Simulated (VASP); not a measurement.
Input of a VASP 6.6.1 run:

Contents of INCAR:

```
  PREC = Accurate
  ENCUT = 600
  EDIFF = 1E-7
  ISMEAR = 0
  SIGMA = 0.1
  LREAL = False
  LASPH = True
  NELM = 80
  ALGO = Normal
  ISIF = 3
  LWAVE = False
  LCHARG = False
  GGA = PE
  IBRION = 2
  NSW = 100
  EDIFFG = -0.01
```

Contents of KPOINTS:

```
Automatic mesh
0
Gamma
  12 12 6
```

The input POSCAR:

```
Zn2SnN2
1.0
    3.2450626569      0.0000000000      0.0000000000
   -1.6225313284      2.8103066977      0.0000000000
    0.0000000000      0.0000000000      8.0510586263
Zn Sn N
2 1 2
Direct
    0.6666666667      0.3333333333      0.2951307632
    0.6666666667      0.3333333333      0.7048692368
    0.0000000000      0.0000000000      0.0000000000
    0.3333333333      0.6666666667      0.5811870799
    0.3333333333      0.6666666667      0.4188129201
```

Potentials or basis: VASP PAW PBE potentials, release 64 (Zn, Sn_d, N).

The run is started by

```console
$ cat potpaw_PBE.64/Zn/POTCAR potpaw_PBE.64/Sn_d/POTCAR potpaw_PBE.64/N/POTCAR > POTCAR
$ mpirun -np 1 vasp_std > vasp.out
```

Predict the space group after relaxing (to 0.05 Å).

P-6m2 (No. 187).

Estimate the relaxed volume.

14.70 Å³/atom.

Final structure:
```xyz
5
Lattice="3.2642 0.0000 0.0000 -1.6321 2.8269 0.0000 0.0000 0.0000 7.9631" Properties=species:S:1:pos:R:3 pbc="T T T"
Zn    1.6321    0.9423    2.3223
Zn    1.6321    0.9423    5.6408
Sn    0.0000    0.0000    0.0000
N     0.0000    1.8846    4.6348
N     0.0000    1.8846    3.3283
```
